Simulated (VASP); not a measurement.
Wanted: the native input for a VASP 6.6.1 run.

| Quantity | Value |
| --- | --- |
| Task | single point |
| Functional | PBE |
| Potentials or basis | VASP PAW PBE potentials, release 64 (Mo_sv, W_sv) |
| Cutoff | 520 eV |
| k mesh | 12 × 12 × 16 |
| Occupations | gaussian, width 0.1 eV |
| Spin | no spin polarisation |
| Dipole correction | no |
| Further INCAR settings | ALGO = Fast; EDIFF = 1e-07; NBANDS = 28 |

The structure of MoW2 lies in POSCAR:

```
MoW2
1.0
    4.6857562521      0.0000000000      0.0000000000
   -2.3428781261      4.0579839503      0.0000000000
    0.0000000000      0.0000000000      2.5968838644
Mo W
1 2
Direct
    0.0000000000      0.0000000000      0.0000000000
    0.3333333333      0.6666666667      0.5000000000
    0.6666666667      0.3333333333      0.5000000000
```

These files were run (other wordings do the same):

INCAR

```
SYSTEM = MoW2
  PREC = Accurate
  ENCUT = 520
  EDIFF = 1E-7
  ISMEAR = 0
  SIGMA = 0.1
  LREAL = .False.
  LASPH = .True.
  NELM = 80
  ALGO = Fast
  ISIF = 2
  LWAVE = .False.
  LCHARG = .False.
  GGA = PE
  NBANDS = 28
```

KPOINTS

```
regular mesh
0
Gamma
  12 12 16
  0 0 0
```

Potentials or basis: VASP PAW PBE potentials, release 64 (Mo_sv, W_sv).

Command:

```bash
$ cat potpaw_PBE.64/Mo_sv/POTCAR potpaw_PBE.64/W_sv/POTCAR > POTCAR
$ mpirun -np 1 vasp_std > vasp.out
```

Results of the run:

```yaml
Pressure: 0.6 GPa
Band_gap_on_the_k_mesh: zero (bands 21 and 22 overlap by 0.97 eV)
```

Caveat: spin-orbit coupling is left out, which moves the levels of the heavy elements.

Run time: 85 s on 1 thread of Intel(R) Xeon(R) 6975P-C (Granite Rapids), on a shared host, peak memory 0.32 GiB.
